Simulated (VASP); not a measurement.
A run of VASP 6.6.1:

INCAR

```
SYSTEM = In4Ru
ALGO = Normal
EDIFF = 1E-7
ENCUT = 520
GGA = PE
ISIF = 2
ISMEAR = 0
LASPH = .True.
LCHARG = .False.
LREAL = .False.
LWAVE = .False.
NBANDS = 41
NELM = 60
PREC = Accurate
SIGMA = 0.2
```

KPOINTS

```
k-points
0
Gamma
  4 4 3
  0 0 0
```

POSCAR

```
In4Ru
1.0
    4.7886907142     -0.0000000028      0.0000000000
   -2.3943453547      4.1471278108      0.0000000000
    0.0000000000      0.0000000000      6.0428410687
In Ru
4 1
Direct
    0.3333333333      0.6666666667      0.7547926330
    0.6666666667      0.3333333333      0.7547926330
    0.6666666667      0.3333333333      0.2452073670
    0.3333333333      0.6666666667      0.2452073670
    0.0000000000      0.0000000000      0.0000000000
```

Potentials or basis: VASP PAW PBE potentials, release 64 (In_d, Ru_pv).

Command:

```console
$ cat potpaw_PBE.64/In_d/POTCAR potpaw_PBE.64/Ru_pv/POTCAR > POTCAR
$ mpirun -np 1 vasp_std > vasp.out
```

Hardware: 1 thread of AMD EPYC 9R14 (Zen 4), on a shared host.

Estimate the wall time of this run.

Run time: 41 s on 1 thread of AMD EPYC 9R14 (Zen 4) (shared host), peak memory 0.21 GiB. Counts: scf iterations 17, k points 8.
